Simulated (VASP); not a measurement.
Input of a VASP 6.6.1 run:

File INCAR:

```
SYSTEM = Hf
PREC = Accurate
ENCUT = 400
EDIFF = 1E-6
ISMEAR = 0
SIGMA = 0.1
LREAL = .False.
LASPH = .True.
NELM = 120
ALGO = Normal
ISIF = 2
LWAVE = .False.
LCHARG = .False.
LDIPOL = .True.
IDIPOL = 3
DIPOL = 0.5 0.5 0.462
GGA = PE
IVDW = 12
NBANDS = 94
GGA_COMPAT = .False.
NELMDL = -8
```

The input KPOINTS:

```
regular mesh
0
Gamma
  4 4 1
  0 0 0
```

Contents of POSCAR:

```
Hf
1.0
    6.3396999943      0.0000000000      0.0000000000
   -3.1698499972      5.4903412475      0.0000000000
    0.0000000000      0.0000000000     25.5295434703
Hf
16
Direct
    0.3333333333      0.1666666667      0.3133624387
    0.3333333333      0.6666666667      0.3133624387
    0.8333333333      0.1666666667      0.3133624387
    0.8333333333      0.6666666667      0.3133624387
    0.1666666667      0.3333333333      0.4116739430
    0.1666666667      0.8333333333      0.4116739430
    0.6666666667      0.3333333333      0.4116739430
    0.6666666667      0.8333333333      0.4116739430
    0.3312391273      0.1593032757      0.5146924712
    0.3351031317      0.6651298999      0.5108664121
    0.8276115386      0.1726371685      0.5114016208
    0.8409791383      0.6690168013      0.5146933224
    0.1533077731      0.3208569518      0.6068103114
    0.1830992817      0.8172341838      0.6150260717
    0.6499234537      0.3498334562      0.6142516649
    0.6792216223      0.8468360068      0.6068006805
```

Potentials or basis: VASP PAW PBE potentials, release 64 (Hf_pv).

Launch:

```console
$ cat potpaw_PBE.64/Hf_pv/POTCAR > POTCAR
$ mpirun -np 1 vasp_std > vasp.out
```

Q: Estimate the dispersion energy per atom.

A: -0.333 eV.

Q: Estimate the largest force.

A: 1.065 eV/Å.

Q: What does it give for the band gap on the k mesh?

A: Zero (bands 80 and 81 overlap by 0.74 eV).

Forces on the atoms (eV/Å):
```
Hf   0.025 -0.002  0.632
Hf  -0.028  0.016  0.580
Hf  -0.003  0.002  0.607
Hf   0.015 -0.021  0.632
Hf   0.037 -0.068 -0.743
Hf   0.003 -0.002 -0.468
Hf  -0.131  0.076 -0.468
Hf   0.078  0.003 -0.743
Hf  -0.039 -0.023  0.293
Hf   0.086 -0.052  0.715
Hf   0.023 -0.014  0.590
Hf   0.000  0.043  0.296
Hf   0.069  0.301 -0.225
Hf  -0.599  0.343 -0.811
Hf   0.689 -0.391 -0.663
Hf  -0.225 -0.211 -0.224
```

Caveat: spin-orbit coupling is left out, which moves the levels of the heavy elements.
